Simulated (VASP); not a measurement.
Input of a VASP 6.6.1 run:

Contents of INCAR:

```
PREC = Accurate
ENCUT = 600
EDIFF = 1E-6
ISMEAR = -1
SIGMA = 0.05
LREAL = F
LASPH = T
NELM = 60
ALGO = Normal
ISIF = 3
LWAVE = F
LCHARG = F
IBRION = 2
NSW = 80
EDIFFG = -0.03
```

KPOINTS

```
Automatic mesh
0
Gamma
  6 6 6
```

Contents of POSCAR:

```
TcPt
1.0
    3.9781996385      0.0000000000      0.0000000000
    0.0000000000      3.7679847968      0.0000000000
    0.0000000000      0.0000000000      3.7679847968
Tc Pt
2 2
Direct
    0.0000000000      0.0000000000      0.0000000000
    0.0000000000      0.5000000000      0.5000000000
    0.5000000000      0.0000000000      0.5000000000
    0.5000000000      0.5000000000      0.0000000000
```

Potentials or basis: VASP PAW LDA potentials, release 64 (Tc_pv, Pt).

Command:

```console
$ cat potpaw_LDA.64/Tc_pv/POTCAR potpaw_LDA.64/Pt/POTCAR > POTCAR
$ mpirun -np 1 vasp_std > vasp.out
```

**Question.** What does it give for the band gap on the k mesh?

**Answer.** Zero (bands 23 and 24 overlap by 2.48 eV).

**Question.** Estimate the space group after relaxing (to 0.1 Å).

**Answer.** P4/mmm (No. 123).

Step by step:
| step | energy change (eV) | largest force (eV/Å) | pressure (GPa) | volume (Å³) |
| --- | --- | --- | --- | --- |
| 1 | 0.0000 | 0.0000 | 0.55 | 56.48 |
| 2 | 0.0015 | 0.0000 | -1.77 | 56.88 |
| 3 | -0.0002 | 0.0000 | -0.03 | 56.57 |

Caveat: spin-orbit coupling is left out, which moves the levels of the heavy elements.
